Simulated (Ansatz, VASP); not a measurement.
**Rh2C: VASP beside Ansatz**

INCAR

```
  PREC = Accurate
  ENCUT = 600
  EDIFF = 1E-6
  ISMEAR = 0
  SIGMA = 0.1
  LREAL = False
  LASPH = True
  NELM = 80
  ALGO = Normal
  ISIF = 3
  LWAVE = False
  LCHARG = False
  GGA = PE
  IBRION = 2
  NSW = 90
  EDIFFG = -0.04
```

The input KPOINTS:

```
regular mesh
0
Gamma
  6 6 6
```

File POSCAR:

```
Rh2C
1.0
    1.4867172323      0.8583565943      4.4902663630
   -1.4867172323      0.8583565943      4.4902663630
    0.0000000000     -1.7167131886      4.4902663630
Rh C
2 1
Direct
    0.7500000000      0.7500000000      0.7500000000
    0.2500000000      0.2500000000      0.2500000000
    0.0000000000      0.0000000000      0.0000000000
```

Input for Ansatz:

```yaml
crystal:
  lattice:
    - [1.4867172323, 0.8583565943, 4.490266363]
    - [-1.4867172323, 0.8583565943, 4.490266363]
    - [0.0, -1.7167131886, 4.490266363]
  atoms:
    - { symbol: Rh, position: [0.75, 0.75, 0.75] }
    - { symbol: Rh, position: [0.25, 0.25, 0.25] }
    - { symbol: C, position: [0.0, 0.0, 0.0] }
basis:
  ecutwfc: 420
kpoints:
  mp_grid: { grid: [6, 6, 6] }
hamiltonian:
  xc: pbe
scf:
  occupations: { method: gaussian, width: 0.1 }
  lower_state_search: "off"
output:
  forces: true
  stress: true
  eigenvalues: true
relax:
  adjacent_minimum: "off"
  f_tol: 0.04
  max_steps: 70
  cell: { stress_tol: 0.4 }
```

Alike in both runs: task relaxation of cell and atoms; functional PBE; k mesh 6 × 6 × 6; occupations gaussian, width 0.1 eV; no spin polarisation.

|  | VASP | Ansatz |
| --- | --- | --- |
| version | VASP 6.6.1 | Ansatz 0.2.0 |
| potentials or method | VASP PAW PBE potentials, release 64 (Rh_pv, C), cutoff 600 eV | scalar-relativistic, plane waves, PAW |
| valence electrons in the cell | 34 | 38 |

```csv
,VASP,Ansatz,Ansatz less VASP
"gap on the k mesh at the Fermi level, each at its own relaxed structure (eV)",none,none,-
relaxed volume (Å³/atom),11.90,11.90,+0.006
relaxed cell length with the largest relative difference (Å),4.567,4.571,+0.0044
```

A gap of «none» marks a metal or a gap that the smearing closes. VASP's potentials hold 34 valence electrons a cell and Ansatz's 38, so a difference there can come from the potentials and not from the codes.

The k mesh is coarse, so the values compare programs but aren't converged.
